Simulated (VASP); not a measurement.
# KCl (Pm-3m) in VASP: single point with PBEsol

Aim: the single point of KCl with PBEsol.

Everything below comes from runs of VASP 6.6.1. Logs are shortened: lines on timing, memory, paths and dates and some standing lists are left out, and cuts for length are marked.

## Step 1: The cell of the first run

The structure is cubic, space group Pm-3m (No. 221). Conventional cell: a = 3.785 Å, b = 3.785 Å, c = 3.785 Å, α = 90.00°, β = 90.00°, γ = 90.00°. K (site symmetry m-3m) has 8 Cl at 3.28 Å and 6 K at 3.79 Å within 4.3 Å. Cl (site symmetry m-3m) has 8 K at 3.28 Å and 6 Cl at 3.79 Å within 4.3 Å.

## Step 2: Single point, PBEsol (Na replaced by K, lengths x 1.083, strained)

INCAR reads:

```
SYSTEM = KCl
PREC = Accurate ; ENCUT = 500
EDIFF = 1E-6 ; ISMEAR = 0
SIGMA = 0.1 ; LREAL = .False.
LASPH = .True. ; NELM = 120
ALGO = Normal ; ISIF = 2
LWAVE = .False. ; LCHARG = .False.
GGA = PS ; NBANDS = 15
GGA_COMPAT = .False.
```

KPOINTS reads:

```
regular mesh
0
Gamma
  6 6 6
  0 0 0
```

POSCAR reads:

```
KCl
1.0
    3.7851672656      0.0000000000      0.0000000000
    0.0000000000      3.7851672656      0.0000000000
    0.0000000000      0.0000000000      3.7851672656
K Cl
1 1
Direct
    0.0000000000      0.0000000000      0.0000000000
    0.5000000000      0.5000000000      0.5000000000
```

Potentials or basis: VASP PAW PBE potentials, release 64 (K_sv, Cl).

Started as:

```console
$ cat potpaw_PBE.64/K_sv/POTCAR potpaw_PBE.64/Cl/POTCAR > POTCAR
$ mpirun -np 1 vasp_std > vasp.out
```

OUTCAR:

```text
SYSTEM = KCl
   PREC = Accurate
   ENCUT = 500
   EDIFF = 1E-6
   ISMEAR = 0
   LREAL = .False.
   LASPH = .True.
   NELM = 120
   ISIF = 2
   GGA = PS

 ion  position               nearest neighbor table
   1  0.000  0.000  0.000-
   2  0.500  0.500  0.500-

  LATTYP: Found a simple cubic cell.
 ALAT       =     3.7851672656

  Lattice vectors:

 A1 = (   3.7851672656,   0.0000000000,   0.0000000000)
 A2 = (   0.0000000000,   3.7851672656,   0.0000000000)
 A3 = (   0.0000000000,   0.0000000000,   3.7851672656)

Analysis of symmetry for initial positions (statically):
=====================================================================
 Subroutine PRICEL returns:
 Original cell was already a primitive cell.

 Routine SETGRP: Setting up the symmetry group for a
 simple cubic supercell.

 Subroutine GETGRP returns: Found 48 space group operations
 (whereof 48 operations were pure point group operations)
 out of a pool of 48 trial point group operations.

The static configuration has the point symmetry O_h .

Analysis of symmetry for dynamics (positions and initial velocities):
=====================================================================
 Subroutine PRICEL returns:
 Original cell was already a primitive cell.

 Routine SETGRP: Setting up the symmetry group for a
 simple cubic supercell.

 Subroutine GETGRP returns: Found 48 space group operations
 (whereof 48 operations were pure point group operations)
 out of a pool of 48 trial point group operations.

The dynamic configuration has the point symmetry O_h .

 Subroutine INISYM returns: Found 48 space group operations
 (whereof 48 operations are pure point group operations),
 and found     1 'primitive' translations

----------------------------------------------------------------------------------------

                                     Primitive cell

  volume of cell :      54.2320

  direct lattice vectors                    reciprocal lattice vectors
     3.785167266  0.000000000  0.000000000     0.264189118  0.000000000  0.000000000
     0.000000000  3.785167266  0.000000000     0.000000000  0.264189118  0.000000000
     0.000000000  0.000000000  3.785167266     0.000000000  0.000000000  0.264189118

  length of vectors
     3.785167266  3.785167266  3.785167266     0.264189118  0.264189118  0.264189118

  position of ions in fractional coordinates (direct lattice)
     0.000000000  0.000000000  0.000000000
     0.500000000  0.500000000  0.500000000

  ion indices of the primitive-cell ions
[... 80 lines left out ...]
   PSTRESS=    0.0 pullay stress
   NELECT =      16.0000    total number of electrons
   NUPDOWN=      -1.0000    fix difference up-down
   EMIN   =  10.00;   EMAX   =-10.00  energy-range for DOS
   EFERMI =   0.00;   METHOD = LEGACY
   ISMEAR =     0;   SIGMA  =   0.10  broadening in eV -4-tet -1-fermi 0-gaus
   EFERMI_NEDOS =   21; number of points for ismear=-14 and -15
   IALGO  =     38    algorithm
   IMIX   =      4    mixing-type and parameters
     AMIX     =   0.40;   BMIX     =  1.00
     AMIX_MAG =   1.60;   BMIX_MAG =  1.00
  volume/ion in A,a.u.               =      27.12       182.99
  Fermi-wavevector in a.u.,A,eV,Ry     =   1.089841  2.059501 16.160362  1.187753
  Thomas-Fermi vector in A             =   2.226053
   LORBIT       =      0    0 simple, 1 ext, 2 COOP (PROOUT), +10 PAW based schemes
   GGA     = PS    functional components
   LHFCALC =     F    Hartree Fock is set to
   AEXX    =    0.0000 exact exchange contribution
   IVDW    =     0    specifies the selected vdW correction
   LEPSILON=     F    determine dielectric tensor
   LRPA    =     F    only Hartree local field effects (RPA)
 non-spin polarized calculation
 Gauss-broadening in eV      SIGMA  =   0.10
  energy-cutoff  :      500.00
  volume of cell :       54.23
 maximum number of plane-waves:      1406
 NGX is ok and might be reduce to    28
   NGX = 13   NGY = 13   NGZ = 13

 number of electron      16.0000007 magnetization

 Free energy of the ion-electron system (eV)
  ---------------------------------------------------
  ext. energy  EPLUGINS =         0.00000000
  ---------------------------------------------------
  free energy    TOTEN  =        -6.91145356 eV

  energy without entropy =       -6.91145356  energy(sigma->0) =       -6.91145356

 E-fermi :  -0.2482     XC(G=0):  -8.4593

 val. band max:       -0.6915567427   @ k =   0.5000   0.5000   0.0000
 cond. band min:       4.0988148184   @ k =   0.0000   0.0000   0.0000
 fundamental gap:      4.7903715612
 Fermi energy:        -0.2481923002

 k-point     1 :       0.0000    0.0000    0.0000
  band No.  band energies     occupation
      1     -28.5107      2.00000
      2     -13.3236      2.00000
      3     -11.9523      2.00000
      4     -11.9523      2.00000
      5     -11.9523      2.00000
      6      -0.9080      2.00000
      7      -0.9080      2.00000
      8      -0.9080      2.00000
      9       4.0988      0.00000
     10       5.7098      0.00000
     11       5.7098      0.00000
     12      10.0469      0.00000
     13      10.0469      0.00000
     14      10.0469      0.00000
[... 329 lines left out ...]
      2     -12.8668      2.00000
      3     -12.1485      2.00000
      4     -12.1485      2.00000
      5     -12.1485      2.00000
      6      -2.1359      2.00000
      7      -2.1359      2.00000
      8      -2.1359      2.00000
      9       8.0902      0.00000
     10       8.0902      0.00000
     11       8.0902      0.00000
     12       9.3211      0.00000
     13       9.3211      0.00000
     14       9.3211      0.00000
     15      11.7912      0.00000

------------------------ aborting loop because EDIFF is reached ----------------------------------------

  FORCE on cell =-STRESS in cart. coord.  units (eV):
  Direction    XX          YY          ZZ          XY          YZ          ZX
  --------------------------------------------------------------------------------------
  -------------------------------------------------------------------------------------
  Total       -0.2471271     -0.2471271     -0.2471271      0.0000000      0.0000000     -0.0000000
  in kB       -7.3008888     -7.3008888     -7.3008888      0.0000000      0.0000000     -0.0000000
  external PRESSURE =      -7.3008888 kB  Pullay stress =       0.0000000 kB

 VOLUME and BASIS-vectors are now :
 -----------------------------------------------------------------------------
  energy-cutoff  :      500.00
  volume of cell :       54.23
      direct lattice vectors                 reciprocal lattice vectors
     3.785167266  0.000000000  0.000000000     0.264189118  0.000000000  0.000000000
     0.000000000  3.785167266  0.000000000     0.000000000  0.264189118  0.000000000
     0.000000000  0.000000000  3.785167266     0.000000000  0.000000000  0.264189118

 POSITION                                       TOTAL-FORCE (eV/Angst)
 -----------------------------------------------------------------------------------
      0.00000      0.00000      0.00000         0.000000      0.000000      0.000000
      1.89258      1.89258      1.89258         0.000000      0.000000      0.000000
 -----------------------------------------------------------------------------------
    total drift:                               -0.000000      0.000000      0.000000

  FREE ENERGIE OF THE ION-ELECTRON SYSTEM (eV)
  ---------------------------------------------------
  free  energy   TOTEN  =        -6.9114535570 eV

  energy  without entropy=       -6.9114535570  energy(sigma->0) =       -6.91145356
```

stdout:

```text
POSCAR found type information on POSCAR K Cl
 POSCAR found :  2 types and       2 ions
 scaLAPACK will be used
 -----------------------------------------------------------------------------
|                                                                             |
|                                                                             |
|     You enforced a specific xc type in the INCAR file but a different       |
|     I HOPE YOU KNOW WHAT YOU ARE DOING!                                     |
|                                                                             |
 -----------------------------------------------------------------------------

 LDA part: xc-table for (Slater+PW92), standard interpolation
 POSCAR, INCAR and KPOINTS ok, starting setup
 FFT: planning ... GRIDC
 FFT: planning ... GRID_SOFT
 FFT: planning ... GRID
 WAVECAR not read
 entering main loop
```

Wall time 25 s (1 thread of AMD EPYC, shared host); peak memory 0.13 GiB.

Results:

| Property | Result |
| --- | --- |
| Free energy | -6.9115 eV |
| Pressure | -0.7 GPa |
| Band gap on the k mesh | 4.79 eV (least direct gap 5.01 eV) |

Levels at points of the mesh, in eV from the valence-band top:
| k point | band 5 | band 6 | band 7 | band 8 | band 9 | band 10 | band 11 | band 12 |
| --- | --- | --- | --- | --- | --- | --- | --- | --- |
| (0.00, 0.00, 0.00) | -11.26 | -0.22 | -0.22 | -0.22 | 4.79 | 6.40 | 6.40 | 10.74 |
| (0.50, 0.00, 0.00) | -11.12 | -1.92 | -0.24 | -0.24 | 7.72 | 7.84 | 8.37 | 10.00 |
| (0.50, 0.50, 0.00) | -11.20 | -1.29 | -1.29 | 0.00 | 6.07 | 7.20 | 8.91 | 8.91 |
| (0.50, 0.50, 0.50) | -11.46 | -1.44 | -1.44 | -1.44 | 8.78 | 8.78 | 8.78 | 10.01 |

Caveat: the cell differs from its parent crystal (Na replaced by K, lengths x 1.083, strained); the PAW data sets were made with another functional, which shifts forces and pressure a little. A k mesh can miss the band edges.
